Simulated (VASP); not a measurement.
# Si3Sn (P4/mmm) in VASP: a series of runs

Runs on Si3Sn. Level: PBE. Tasks: single point, relaxation of cell and atoms.

Program: VASP 6.6.1. These are calculated values, not measurements. Logs are shortened: lines on timing, memory, paths and dates and some standing lists are left out, and cuts for length are marked.

## (1) The cell of the first run

The structure is tetragonal, space group P4/mmm (No. 123). The conventional cell has a = 3.980 Å, b = 3.980 Å, c = 4.493 Å, α = 90.00°, β = 90.00°, γ = 90.00°. Within 2.0 Å of Si (site symmetry 4mm) lie 2 Si at 1.49 to 1.51 Å. Within 2.0 Å of Si (site symmetry 4/mmm) lie 2 Si at 1.49 Å. Within 3.8 Å of Sn (site symmetry 4/mmm) lie 16 Si at 2.91 to 3.60 Å.

The cell was built from a structure type or drawn by symmetry, and may not be a known phase.

## (2) Single point, PBE

Input file INCAR:

```
SYSTEM = Si3Sn
  ALGO = Normal
  EDIFF = 1E-7
  ENCUT = 520
  GGA = PE
  ISIF = 2
  ISMEAR = 0
  LASPH = .TRUE.
  LCHARG = .TRUE.
  LELF = .TRUE.
  LREAL = .FALSE.
  LVHAR = .TRUE.
  LWAVE = .FALSE.
  NBANDS = 21
  NELM = 100
  PREC = Accurate
  SIGMA = 0.1
```

Input file KPOINTS:

```
k-points
0
G
  4 4 4
  0 0 0
```

Input file POSCAR:

```
Si3Sn
1.0
    3.9802543600      0.0000000000      0.0000000000
    0.0000000000      3.9802543600      0.0000000000
    0.0000000000      0.0000000000      4.4933594900
Si Sn
3 1
Direct
    0.0000000000      0.0000000000      0.6680060200
    0.0000000000      0.0000000000      0.3319939800
    0.0000000000      0.0000000000      0.0000000000
    0.5000000000      0.5000000000      0.5000000000
```

Potentials or basis: VASP PAW PBE potentials, release 64 (Si, Sn_d).

On the command line:

```sh
$ cat potpaw_PBE.64/Si/POTCAR potpaw_PBE.64/Sn_d/POTCAR > POTCAR
$ mpirun -np 1 vasp_std > vasp.out
```

OUTCAR:

```text
SYSTEM = Si3Sn
   EDIFF = 1E-7
   ENCUT = 520
   GGA = PE
   ISIF = 2
   ISMEAR = 0
   LASPH = .TRUE.
   LREAL = .FALSE.
   NELM = 100
   PREC = Accurate

 ion  position               nearest neighbor table
   1  0.000  0.000  0.668-   3 1.49   2 1.51   4 2.91   4 2.91   4 2.91   4 2.91   2 2.98   3 3.00

   2  0.000  0.000  0.332-   3 1.49   1 1.51   4 2.91   4 2.91   4 2.91   4 2.91   1 2.98   3 3.00

   3  0.000  0.000  0.000-   1 1.49   2 1.49   1 3.00   2 3.00
   4  0.500  0.500  0.500-   1 2.91   2 2.91   1 2.91   2 2.91   1 2.91   2 2.91   1 2.91   2 2.91

 -----------------------------------------------------------------------------
|                                                                             |
|           W    W    AA    RRRRR   N    N  II  N    N   GGGG   !!!           |
|           W    W   A  A   R    R  NN   N  II  NN   N  G    G  !!!           |
|           W    W  A    A  R    R  N N  N  II  N N  N  G       !!!           |
|           W WW W  AAAAAA  RRRRR   N  N N  II  N  N N  G  GGG   !            |
|           WW  WW  A    A  R   R   N   NN  II  N   NN  G    G                |
|           W    W  A    A  R    R  N    N  II  N    N   GGGG   !!!           |
|                                                                             |
|     The distance between some ions is very small. Please check the          |
|     nearest-neighbor list in the OUTCAR file.                               |
|     I HOPE YOU KNOW WHAT YOU ARE DOING!                                     |
|                                                                             |
 -----------------------------------------------------------------------------

  LATTYP: Found a simple tetragonal cell.
 ALAT       =     3.9802543600
 C/A-ratio  =     1.1289126482

  Lattice vectors:

 A1 = (   3.9802543600,   0.0000000000,   0.0000000000)
 A2 = (   0.0000000000,   3.9802543600,   0.0000000000)
 A3 = (   0.0000000000,   0.0000000000,   4.4933594900)

Analysis of symmetry for initial positions (statically):
=====================================================================
 Subroutine PRICEL returns:
 Original cell was already a primitive cell.

 Routine SETGRP: Setting up the symmetry group for a
 simple tetragonal supercell.

 Subroutine GETGRP returns: Found 16 space group operations
 (whereof 16 operations were pure point group operations)
 out of a pool of 16 trial point group operations.

The static configuration has the point symmetry D_4h.

Analysis of symmetry for dynamics (positions and initial velocities):
[... 111 lines left out ...]
   NSW    =      0    number of steps for IOM
   IBRION =     -1    ionic relax: 0-MD 1-quasi-New 2-CG
   NFREE  =      0    steps in history (QN), initial steepest desc. (CG)
   ISIF   =      2    stress and relaxation
   ISYM   =      2    0-nonsym 1-usesym 2-fastsym
   POTIM  = 0.5000    time-step for ionic-motion
   TEBEG  =    0.0;   TEEND  =   0.0 temperature during run
   PSTRESS=    0.0 pullay stress
   NELECT =      26.0000    total number of electrons
   NUPDOWN=      -1.0000    fix difference up-down
   EMIN   =  10.00;   EMAX   =-10.00  energy-range for DOS
   EFERMI =   0.00;   METHOD = LEGACY
   ISMEAR =     0;   SIGMA  =   0.10  broadening in eV -4-tet -1-fermi 0-gaus
   EFERMI_NEDOS =   21; number of points for ismear=-14 and -15
   IALGO  =     38    algorithm
   IMIX   =      4    mixing-type and parameters
     AMIX     =   0.40;   BMIX     =  1.00
     AMIX_MAG =   1.60;   BMIX_MAG =  1.00
  volume/ion in A,a.u.               =      17.80       120.10
  Fermi-wavevector in a.u.,A,eV,Ry     =   1.170222  2.211399 18.632091  1.369420
  Thomas-Fermi vector in A             =   2.306684
   LORBIT       =      0    0 simple, 1 ext, 2 COOP (PROOUT), +10 PAW based schemes
   GGA     = PE    functional components
   LHFCALC =     F    Hartree Fock is set to
   AEXX    =    0.0000 exact exchange contribution
   IVDW    =     0    specifies the selected vdW correction
   LEPSILON=     F    determine dielectric tensor
   LRPA    =     F    only Hartree local field effects (RPA)
 non-spin polarized calculation
 Gauss-broadening in eV      SIGMA  =   0.10
  energy-cutoff  :      520.00
  volume of cell :       71.19
 maximum number of plane-waves:      1944
 NGX is ok and might be reduce to    30
   NGX = 15   NGY = 15   NGZ = 17

 number of electron      26.0000008 magnetization

 Free energy of the ion-electron system (eV)
  ---------------------------------------------------
  ext. energy  EPLUGINS =         0.00000000
  ---------------------------------------------------
  free energy    TOTEN  =        13.42963213 eV

  energy without entropy =       13.43490653  energy(sigma->0) =       13.43226933

 E-fermi :   8.5030     XC(G=0): -10.2341

 val. band max:        8.4450289453   @ k =   0.2500   0.0000   0.0000
 cond. band min:       8.5526486485   @ k =   0.5000   0.0000   0.0000
 fundamental gap:      0.1076197032
 Fermi energy:         8.5030071933

 k-point     1 :       0.0000    0.0000    0.0000
  band No.  band energies     occupation
      1     -13.4253      2.00000
      2     -13.4232      2.00000
      3     -13.4164      2.00000
      4     -13.3868      2.00000
      5     -13.3868      2.00000
      6      -5.7464      2.00000
[... 421 lines left out ...]
     20      18.1309      0.00000
     21      18.3521      0.00000

------------------------ aborting loop because EDIFF is reached ----------------------------------------

  FORCE on cell =-STRESS in cart. coord.  units (eV):
  Direction    XX          YY          ZZ          XY          YZ          ZX
  --------------------------------------------------------------------------------------
  -------------------------------------------------------------------------------------
  Total        2.5680946      2.5680946    203.0748180      0.0000000      0.0000000     -0.0000000
  in kB       57.8001251     57.8001251   4570.6065325      0.0000000      0.0000000     -0.0000000
  external PRESSURE =    1562.0689276 kB  Pullay stress =       0.0000000 kB

 VOLUME and BASIS-vectors are now :
 -----------------------------------------------------------------------------
  energy-cutoff  :      520.00
  volume of cell :       71.19
      direct lattice vectors                 reciprocal lattice vectors
     3.980254360  0.000000000  0.000000000     0.251240225  0.000000000  0.000000000
     0.000000000  3.980254360  0.000000000     0.000000000  0.251240225  0.000000000
     0.000000000  0.000000000  4.493359490     0.000000000  0.000000000  0.222550633

 POSITION                                       TOTAL-FORCE (eV/Angst)
 -----------------------------------------------------------------------------------
      0.00000      0.00000      3.00159        -0.000000     -0.000000     -1.497739
      0.00000      0.00000      1.49177        -0.000000      0.000000      1.497739
      0.00000      0.00000      0.00000         0.000000      0.000000      0.000000
      1.99013      1.99013      2.24668         0.000000      0.000000      0.000000
 -----------------------------------------------------------------------------------
    total drift:                                0.000000      0.000000      0.000000

  FREE ENERGIE OF THE ION-ELECTRON SYSTEM (eV)
  ---------------------------------------------------
  free  energy   TOTEN  =        13.4296321263 eV

  energy  without entropy=       13.4349065317  energy(sigma->0) =       13.43226933
```

Wall time 17 s (1 thread of AMD EPYC 9R45 (Zen 5), shared host); peak memory 0.15 GiB.

Results:

```
Free energy            : 13.4296 eV
Pressure               : 156.2 GPa
Largest force          : 1.498 eV/Å
Band gap on the k mesh : zero (bands 13 and 14 overlap by 2.33 eV)
```

Forces on the atoms (eV/Å):
```
Si   0.000  0.000 -1.498
Si   0.000  0.000  1.498
Si   0.000  0.000  0.000
Sn   0.000  0.000  0.000
```

Levels at points of the mesh, in eV from the Fermi level:
```
           k point  band 9  band 10  band 11  band 12  band 13  band 14  band 15  band 16  band 17  band 18
(0.00, 0.00, 0.00)   -5.05    -5.05    -5.02     1.11     1.11     1.11     1.61     1.61     1.77     4.90
(0.50, 0.00, 0.00)   -6.57    -4.03    -1.90    -1.70    -0.49     0.05     0.64     1.80     1.80     5.37
(0.50, 0.50, 0.00)   -7.13    -6.50    -6.28    -0.41    -0.41     0.07     0.07     1.31     5.14     6.65
(0.00, 0.00, 0.50)   -4.19    -4.19    -2.39    -2.39    -2.28    -0.69     2.23     3.82     5.04     5.43
(0.50, 0.00, 0.50)   -5.27    -2.93    -2.22    -2.12     0.14     0.21     0.54     2.58     3.71     5.59
(0.50, 0.50, 0.50)   -6.39    -6.39    -4.10    -4.10    -2.04    -1.22     5.67     5.67     6.68     7.13
```

Caveat: the k points lie up to 0.39 Å⁻¹ apart, too coarse for converged energies and pressures of a metal; atoms lie so close that the PAW spheres overlap strongly, which falsifies energies and pressures; spin-orbit coupling is left out, which moves the levels of the heavy elements; forces of over 1 eV/Å act on the atoms, so gaps and moduli don't describe the material at rest.

## (3) Single point, PBE

This run uses another cell than the first one, of 23.48 Å³/atom.

Input file INCAR:

```
  PREC = Accurate
  ENCUT = 520
  EDIFF = 1E-7
  ISMEAR = 0
  SIGMA = 0.1
  LREAL = False
  LASPH = True
  NELM = 80
  ALGO = Normal
  ISIF = 2
  LWAVE = False
  LCHARG = False
  GGA = PE
  NBANDS = 21
```

Input file KPOINTS:

```
Automatic mesh
0
Gamma
  4 4 4
```

Input file POSCAR:

```
Si3Sn
1.0
    3.6152572390      0.0000000000      0.0000000000
    0.0000000000      3.6152572390      0.0000000000
    0.0000000000      0.0000000000      7.1844656480
Si Sn
3 1
Direct
    0.0000000000      0.0000000000      0.6788771822
    0.0000000000      0.0000000000      0.3211228178
    0.0000000000      0.0000000000      0.0000000000
    0.5000000000      0.5000000000      0.5000000000
```

Potentials or basis: VASP PAW PBE potentials, release 64 (Si, Sn_d).

On the command line:

```sh
$ cat potpaw_PBE.64/Si/POTCAR potpaw_PBE.64/Sn_d/POTCAR > POTCAR
$ mpirun -np 1 vasp_std > vasp.out
```

OUTCAR:

```text
PREC = Accurate
   ENCUT = 520
   EDIFF = 1E-7
   ISMEAR = 0
   LREAL = False
   LASPH = True
   NELM = 80
   ISIF = 2
   GGA = PE

 ion  position               nearest neighbor table
   1  0.000  0.000  0.679-   3 2.31   2 2.57   4 2.86   4 2.86   4 2.86   4 2.86
   2  0.000  0.000  0.321-   3 2.31   1 2.57   4 2.86   4 2.86   4 2.86   4 2.86
   3  0.000  0.000  0.000-   1 2.31   2 2.31
   4  0.500  0.500  0.500-   1 2.86   2 2.86   1 2.86   2 2.86   1 2.86   2 2.86   1 2.86   2 2.86

  LATTYP: Found a simple tetragonal cell.
 ALAT       =     3.6152572390
 C/A-ratio  =     1.9872626408

  Lattice vectors:

 A1 = (   3.6152572390,   0.0000000000,   0.0000000000)
 A2 = (   0.0000000000,   3.6152572390,   0.0000000000)
 A3 = (   0.0000000000,   0.0000000000,   7.1844656480)

Analysis of symmetry for initial positions (statically):
=====================================================================
 Subroutine PRICEL returns:
 Original cell was already a primitive cell.

 Routine SETGRP: Setting up the symmetry group for a
 simple tetragonal supercell.
[... 162 lines left out ...]

  energy without entropy =      -16.81042422  energy(sigma->0) =      -16.81657366

 E-fermi :   5.8382     XC(G=0):  -9.4462

 val. band max:        5.8362342615   @ k =   0.5000   0.2500   0.0000
 cond. band min:       5.9227644159   @ k =   0.5000   0.5000   0.2500
 fundamental gap:      0.0865301544
 Fermi energy:         5.8381758665

 k-point     1 :       0.0000    0.0000    0.0000
  band No.  band energies     occupation
      1     -15.7066      2.00000
      2     -15.6596      2.00000
      3     -15.6462      2.00000
      4     -15.6332      2.00000
      5     -15.6332      2.00000
      6      -6.3801      2.00000
[... 421 lines left out ...]
     20      10.9489      0.00000
     21      12.4616      0.00000

------------------------ aborting loop because EDIFF is reached ----------------------------------------

  FORCE on cell =-STRESS in cart. coord.  units (eV):
  Direction    XX          YY          ZZ          XY          YZ          ZX
  --------------------------------------------------------------------------------------
  -------------------------------------------------------------------------------------
  Total       -0.0336949     -0.0336949      0.0005292      0.0000000      0.0000000      0.0000000
  in kB       -0.5749126     -0.5749126      0.0090288      0.0000000      0.0000000      0.0000000
  external PRESSURE =      -0.3802655 kB  Pullay stress =       0.0000000 kB

 VOLUME and BASIS-vectors are now :
 -----------------------------------------------------------------------------
  energy-cutoff  :      520.00
  volume of cell :       93.90
      direct lattice vectors                 reciprocal lattice vectors
     3.615257239  0.000000000  0.000000000     0.276605490  0.000000000  0.000000000
     0.000000000  3.615257239  0.000000000     0.000000000  0.276605490  0.000000000
     0.000000000  0.000000000  7.184465648     0.000000000  0.000000000  0.139189196

 POSITION                                       TOTAL-FORCE (eV/Angst)
 -----------------------------------------------------------------------------------
      0.00000      0.00000      4.87737        -0.000000     -0.000000     -0.011084
      0.00000      0.00000      2.30710         0.000000     -0.000000      0.011084
      0.00000      0.00000      0.00000         0.000000      0.000000      0.000000
      1.80763      1.80763      3.59223         0.000000      0.000000      0.000000
 -----------------------------------------------------------------------------------
    total drift:                                0.000000      0.000000      0.000000

  FREE ENERGIE OF THE ION-ELECTRON SYSTEM (eV)
  ---------------------------------------------------
  free  energy   TOTEN  =       -16.8227230982 eV

  energy  without entropy=      -16.8104242237  energy(sigma->0) =      -16.81657366
```

Wall time 20 s (1 thread of AMD EPYC 9R45 (Zen 5), shared host); peak memory 0.17 GiB.

Results:

* Free energy: -16.8227 eV
* Pressure: 0.0 GPa
* Largest force: 0.011 eV/Å
* Band gap on the k mesh: zero (bands 13 and 14 overlap by 3.40 eV)

Forces in eV/Å, atoms in the order of the input:
```
Si   0.000  0.000 -0.011
Si   0.000  0.000  0.011
Si   0.000  0.000  0.000
Sn   0.000  0.000  0.000
```

Levels at points of the mesh, in eV from the Fermi level:
| k point | band 9 | band 10 | band 11 | band 12 | band 13 | band 14 | band 15 | band 16 |
| --- | --- | --- | --- | --- | --- | --- | --- | --- |
| (0.00, 0.00, 0.00) | -1.57 | -1.48 | -1.48 | -1.26 | 0.40 | 2.16 | 2.16 | 2.21 |
| (0.50, 0.00, 0.00) | -7.05 | -3.49 | -2.28 | 0.21 | 0.60 | 1.25 | 2.53 | 2.71 |
| (0.50, 0.50, 0.00) | -5.92 | -5.32 | -5.32 | -1.16 | -1.16 | -1.07 | -1.07 | 0.19 |
| (0.00, 0.00, 0.50) | -5.19 | -1.38 | -1.38 | -0.89 | 0.90 | 0.90 | 2.35 | 3.40 |
| (0.50, 0.00, 0.50) | -4.29 | -4.15 | -3.31 | -0.51 | 0.96 | 1.35 | 1.53 | 2.54 |
| (0.50, 0.50, 0.50) | -5.24 | -5.24 | -3.36 | -2.42 | -2.42 | -2.14 | -0.01 | 1.42 |

Caveat: the k points lie up to 0.43 Å⁻¹ apart, too coarse for converged energies and pressures of a metal; spin-orbit coupling is left out, which moves the levels of the heavy elements.

## (4) Single point, PBE

This run uses another cell than the first one, of 23.61 Å³/atom.

Input file INCAR:

```
PREC     = Accurate       # precision mode
ENCUT    = 520            # plane-wave cutoff, eV
EDIFF    = 1E-6           # SCF threshold, eV
ISMEAR   = 0              # smearing method
SIGMA    = 0.1            # smearing width, eV
LREAL    = False          # projectors in reciprocal space
LASPH    = True           # aspherical terms in the spheres
NELM     = 80             # most SCF steps
ALGO     = Normal         # electronic algorithm
ISIF     = 2              # what is computed and relaxed
LWAVE    = False          # write WAVECAR
LCHARG   = False          # write CHGCAR
GGA      = PE             # functional
NBANDS   = 21             # bands
```

Input file KPOINTS:

```
Automatic mesh
0
Gamma
  6 6 4
```

Input file POSCAR:

```
Si3Sn
1.0
    3.6223412518      0.0000000000      0.0000000000
    0.0000000000      3.6223412518      0.0000000000
    0.0000000000      0.0000000000      7.1978367044
Si Sn
3 1
Direct
    0.0000000000      0.0000000000      0.6755460770
    0.0000000000      0.0000000000      0.3244539230
    0.0000000000      0.0000000000      0.0000000000
    0.5000000000      0.5000000000      0.5000000000
```

On the command line:

```sh
$ cat potpaw_PBE.64/Si/POTCAR potpaw_PBE.64/Sn_d/POTCAR > POTCAR
$ mpirun -np 1 vasp_std > vasp.out
```

It took 27 s on 1 thread of AMD EPYC 9R45 (Zen 5), shared host; peak memory 0.18 GiB.

It converged, with:

```
Free energy            : -16.7267 eV
Pressure               : -0.1 GPa
Largest force          : 0.009 eV/Å
Band gap on the k mesh : zero (bands 13 and 14 overlap by 3.45 eV)
```

Forces in eV/Å, atoms in the order of the input:
```
Si   0.000  0.000 -0.009
Si   0.000  0.000  0.009
Si   0.000  0.000  0.000
Sn   0.000  0.000  0.000
```

Stress tensor (GPa, compression positive):
```
-0.03  0.00  0.00
 0.00 -0.03  0.00
 0.00  0.00 -0.12
```

Levels at points of the mesh, in eV from the Fermi level:
| k point | band 11 | band 12 | band 13 | band 14 | band 15 | band 16 |
| --- | --- | --- | --- | --- | --- | --- |
| (0.00, 0.00, 0.00) | -1.42 | -1.27 | 0.34 | 2.25 | 2.25 | 2.26 |
| (0.50, 0.00, 0.00) | -2.20 | 0.36 | 0.62 | 1.19 | 2.56 | 2.71 |
| (0.50, 0.50, 0.00) | -5.27 | -1.04 | -1.04 | -1.01 | -1.01 | 0.28 |
| (0.00, 0.00, 0.50) | -1.37 | -0.94 | 0.99 | 0.99 | 2.40 | 3.44 |
| (0.50, 0.00, 0.50) | -3.26 | -0.46 | 0.95 | 1.49 | 1.62 | 2.58 |
| (0.50, 0.50, 0.50) | -3.30 | -2.31 | -2.31 | -2.11 | 0.08 | 1.45 |

Caveat: spin-orbit coupling is left out, which moves the levels of the heavy elements.

[end of part 1 of 2]
